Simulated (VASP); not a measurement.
# MoS2 (P-3m1) in VASP: a series of runs, part 2 of 2

VASP 6.6.1. Earlier steps stand in the parts before.

### Step 4. Relaxation of shape and atoms at fixed volume, PBE+D3(BJ) (15.37 Å³/atom)

This run uses another cell than the first one, of 15.37 Å³/atom.

The input, INCAR:

```
  ALGO = Fast
  EDIFF = 1E-6
  EDIFFG = -0.01
  ENCUT = 600
  GGA = PE
  IBRION = 2
  ISIF = 4
  ISMEAR = 0
  IVDW = 12
  LASPH = T
  LCHARG = F
  LREAL = F
  LWAVE = F
  NELM = 100
  NSW = 50
  PREC = Accurate
  SIGMA = 0.1
```

The input, KPOINTS:

```
k-points
0
Gamma
  18 18 8
```

The input, POSCAR:

```
MoS2
1.0
    3.1170668947      0.0000000000      0.0000000000
   -1.5585334473      2.6994591161      0.0000000000
    0.0000000000      0.0000000000      5.4814166127
Mo S
1 2
Direct
    0.0000000000      0.0000000000      0.5000000000
    0.3333333333      0.6666666667      0.2167079776
    0.6666666667      0.3333333333      0.7832920224
```

Potentials or basis: VASP PAW PBE potentials, release 64 (Mo_sv, S).

Launch:

```
$ cat potpaw_PBE.64/Mo_sv/POTCAR potpaw_PBE.64/S/POTCAR > POTCAR
$ mpirun -np 1 vasp_std > vasp.out
```

OUTCAR:

```text
EDIFF = 1E-6
   EDIFFG = -0.01
   ENCUT = 600
   GGA = PE
   IBRION = 2
   ISIF = 4
   ISMEAR = 0
   IVDW = 12
   LASPH = T
   LREAL = F
   NELM = 100
   NSW = 50
   PREC = Accurate
 IVDW          = 12

 ion  position               nearest neighbor table
   1  0.000  0.000  0.500-   2 2.38   3 2.38   2 2.38   3 2.38   3 2.38   2 2.38
   2  0.333  0.667  0.217-   1 2.38   1 2.38   1 2.38
   3  0.667  0.333  0.783-   1 2.38   1 2.38   1 2.38

  LATTYP: Found a hexagonal cell.
 ALAT       =     3.1170668947
 C/A-ratio  =     1.7585174774

  Lattice vectors:

 A1 = (   3.1170668947,   0.0000000000,   0.0000000000)
 A2 = (  -1.5585334473,   2.6994591161,   0.0000000000)
 A3 = (   0.0000000000,   0.0000000000,   5.4814166127)

Analysis of symmetry for initial positions (statically):
=====================================================================
 Subroutine PRICEL returns:
 Original cell was already a primitive cell.

 Routine SETGRP: Setting up the symmetry group for a
[... 336 lines left out ...]

 number of electron      26.0000002 magnetization

 Free energy of the ion-electron system (eV)
  ---------------------------------------------------
  ext. energy  EPLUGINS =         0.00000000
  ---------------------------------------------------
  free energy    TOTEN  =       -20.70391057 eV

  energy without entropy =      -20.69830183  energy(sigma->0) =      -20.70110620

 E-fermi :   9.8530     XC(G=0): -11.8019

 val. band max:        9.8503422578   @ k =   0.0000   0.1667   0.1250
 cond. band min:       9.8752267961   @ k =   0.0556   0.0556   0.0000
 fundamental gap:      0.0248845383
 Fermi energy:         9.8529833421

 k-point     1 :       0.0000    0.0000    0.0000
  band No.  band energies     occupation
      1     -51.8513      2.00000
      2     -25.9697      2.00000
      3     -25.8122      2.00000
      4     -25.8122      2.00000
      5      -6.0718      2.00000
      6      -3.4389      2.00000
[... 457 lines left out ...]
      4     -25.8784      2.00000
      5      -3.6482      2.00000
      6      -3.2694      2.00000
[... 9 lines left out ...]
     16      13.2561      0.00000
     17      13.6856      0.00000

 [... further k-points ...]

------------------------ aborting loop because EDIFF is reached ----------------------------------------

 Edisp (eV)   -1.49348

 E8    (eV) :    -0.6042
[... 26 lines left out ...]
  FREE ENERGIE OF THE ION-ELECTRON SYSTEM (eV)
  ---------------------------------------------------
  free  energy   TOTEN  =       -22.1973889586 eV

  energy  without entropy=      -22.1917802147  energy(sigma->0) =      -22.19458459

 reached required accuracy - stopping structural energy minimisation
```

OSZICAR:

```text
N       E                     dE             d eps       ncg     rms          rms(c)
DAV:   1     0.223769943428E+03    0.22377E+03   -0.16482E+04  9220   0.165E+03
[... 42 lines left out ...]
RMM:   2    -0.207088379468E+02    0.10562E-01   -0.52911E-02  9413   0.157E+00    0.571E-01
RMM:   3    -0.207046386968E+02    0.41993E-02   -0.89993E-03  9050   0.826E-01    0.218E-01
RMM:   4    -0.207039147494E+02    0.72395E-03   -0.28928E-03  9439   0.392E-01    0.140E-01
RMM:   5    -0.207039042941E+02    0.10455E-04   -0.40629E-04  9512   0.170E-01    0.473E-02
RMM:   6    -0.207039090365E+02   -0.47425E-05   -0.80501E-05  9845   0.696E-02    0.187E-02
RMM:   7    -0.207039102879E+02   -0.12513E-05   -0.11102E-05  9011   0.291E-02    0.502E-03
RMM:   8    -0.207039105696E+02   -0.28174E-06   -0.33549E-06  6533   0.145E-02
   5 F= -.22197389E+02 E0= -.22194585E+02  d E =-.260754E-02
```

Wall time 9.7 min (1 thread of Oxide Virtual Turin-like, shared host); peak memory 0.36 GiB.

What came out:

```
Free energy                  : -22.1974 eV
Energy gained by relaxing    : 4.6 meV/atom
Ionic steps                  : 5
Pressure after relaxing      : 6.8 GPa
Largest force after relaxing : 0.007 eV/Å
Band gap on the k mesh       : zero (bands 13 and 14 overlap by 1.51 eV)
Dispersion energy per atom   : -0.498 eV
```

Forces on the atoms (eV/Å):
```
Mo   0.000  0.000  0.000
S    0.000  0.000 -0.007
S    0.000  0.000  0.007
```

Stress tensor (GPa, compression positive):
```
6.72 0.00 0.00
0.00 6.72 0.00
0.00 0.00 6.82
```

The path:
```
step  energy change (eV)  largest force (eV/Å)  pressure (GPa)  volume (Å³)
   1              0.0000                0.4891            9.82        46.12
   2             -0.0110                0.0074            7.18        46.12
   3             -0.0111                0.0257            7.34        46.12
   4             -0.0126                0.0183            7.13        46.12
   5             -0.0137                0.0073            6.75        46.12
```

Final structure:
```
CELL_PARAMETERS angstrom
3.13221 0.00000 0.00000
-1.56610 2.71257 0.00000
0.00000 0.00000 5.42855
ATOMIC_POSITIONS crystal
Mo 0.00000 0.00000 0.50000
S 0.33333 0.66667 0.21115
S 0.66667 0.33333 0.78885
```

### Step 5. Relaxation of shape and atoms at fixed volume, PBE+D3(BJ) (15.88 Å³/atom)

This run uses another cell than the first one, of 15.88 Å³/atom.

The input, INCAR:

```
  PREC = Accurate
  ENCUT = 600
  EDIFF = 1E-6
  ISMEAR = 0
  SIGMA = 0.1
  LREAL = False
  LASPH = True
  NELM = 80
  ALGO = Fast
  ISIF = 4
  LWAVE = False
  LCHARG = False
  GGA = PE
  IVDW = 12
  IBRION = 2
  NSW = 50
  EDIFFG = -0.01
```

The input, KPOINTS:

```
regular mesh
0
Gamma
  18 18 8
```

The input, POSCAR:

```
MoS2
1.0
    3.1315938306      0.0000000000      0.0000000000
   -1.5657969153      2.7120398116      0.0000000000
    0.0000000000      0.0000000000      5.6097132316
Mo S
1 2
Direct
    0.0000000000      0.0000000000      0.5000000000
    0.3333333333      0.6666666667      0.2227865770
    0.6666666667      0.3333333333      0.7772134230
```

Launch:

```
$ cat potpaw_PBE.64/Mo_sv/POTCAR potpaw_PBE.64/S/POTCAR > POTCAR
$ mpirun -np 1 vasp_std > vasp.out
```

Run time: 11 min. Hardware: 1 thread of Oxide Virtual Turin-like, shared host; peak memory 0.37 GiB.

Results (log left out):

```
Free energy                  : -22.2478 eV
Energy gained by relaxing    : 4.6 meV/atom
Ionic steps                  : 5
Pressure after relaxing      : 3.9 GPa
Largest force after relaxing : 0.010 eV/Å
Band gap on the k mesh       : zero (bands 13 and 14 overlap by 1.39 eV)
Dispersion energy per atom   : -0.481 eV
```

Forces on the atoms (eV/Å):
```
Mo   0.000  0.000  0.000
S    0.000  0.000 -0.010
S    0.000  0.000  0.010
```

Stress tensor (GPa, compression positive):
```
3.84 0.00 0.00
0.00 3.84 0.00
0.00 0.00 3.98
```

Step by step:
| step | energy change (eV) | largest force (eV/Å) | pressure (GPa) | volume (Å³) |
| --- | --- | --- | --- | --- |
| 1 | 0.0000 | 0.4727 | 6.99 | 47.64 |
| 2 | -0.0108 | 0.0136 | 4.52 | 47.64 |
| 3 | -0.0108 | 0.0236 | 4.58 | 47.64 |
| 4 | -0.0124 | 0.0187 | 4.36 | 47.64 |
| 5 | -0.0138 | 0.0096 | 3.89 | 47.64 |

Final structure:
```
Mo S
1.0
     3.15057    0.00000    0.00000
    -1.57529    2.72848    0.00000
     0.00000    0.00000    5.54233
Mo S
1 2
Direct
  0.00000 0.00000 0.50000
  0.33333 0.66667 0.21704
  0.66667 0.33333 0.78296
```

Levels at points of the mesh, in eV from the Fermi level:
| k point | band 10 | band 11 | band 12 | band 13 | band 14 | band 15 | band 16 | band 17 |
| --- | --- | --- | --- | --- | --- | --- | --- | --- |
| (0.00, 0.00, 0.00) | -1.52 | -0.91 | -0.91 | -0.73 | -0.12 | -0.12 | 2.79 | 2.79 |
| (0.50, 0.00, 0.00) | -4.06 | -3.81 | -2.17 | -1.75 | 1.21 | 1.84 | 3.67 | 4.07 |
| (0.00, 0.00, 0.50) | -3.95 | -0.95 | -0.95 | -0.54 | -0.54 | 0.39 | 3.60 | 3.60 |
| (0.50, 0.00, 0.50) | -4.37 | -2.64 | -1.82 | -1.33 | 1.21 | 2.01 | 2.74 | 4.15 |

### Step 6. The runs side by side

| task | level | cell | cutoff (eV) | gap on the mesh (eV) | pressure (GPa) | largest force (eV/Å) |
| --- | --- | --- | --- | --- | --- | --- |
| single point | PBE+D3(BJ) | a = 3.175, b = 3.175, c = 5.807 Å, angles 90.0, 90.0, 120.0°, 3 atoms, atomic positions A | 520 | none | -0.1 | 0.01 |
| single point | r2SCAN | a = 3.175, b = 3.175, c = 5.807 Å, angles 90.0, 90.0, 120.0°, 3 atoms, atomic positions A | 520 | none | 3.6 | 0.30 |
| relaxation of shape and atoms at fixed volume | PBE+D3(BJ) | relaxed from a = 3.117, b = 3.117, c = 5.481 Å, angles 90.0, 90.0, 120.0°, 3 atoms, atomic positions B | 600 | none | 6.8 | 0.01 |
| relaxation of shape and atoms at fixed volume | PBE+D3(BJ) | relaxed from a = 3.132, b = 3.132, c = 5.610 Å, angles 90.0, 90.0, 120.0°, 3 atoms, atomic positions C | 600 | none | 3.9 | 0.01 |

Alike in all rows: potentials or basis VASP PAW PBE potentials, release 64 (Mo_sv, S); no spin polarisation; k mesh 18 × 18 × 8; smearing gaussian 0.1 eV.

Caveats: the cell stands under pressure (at least some runs); the PAW data sets were made with another functional, which shifts forces and pressure a little (at least some runs).

Total energies depend on the potentials used, so only differences within one code and one set of settings carry meaning.

The gap in the log of VASP goes by the Fermi energy; the results here count the filled bands.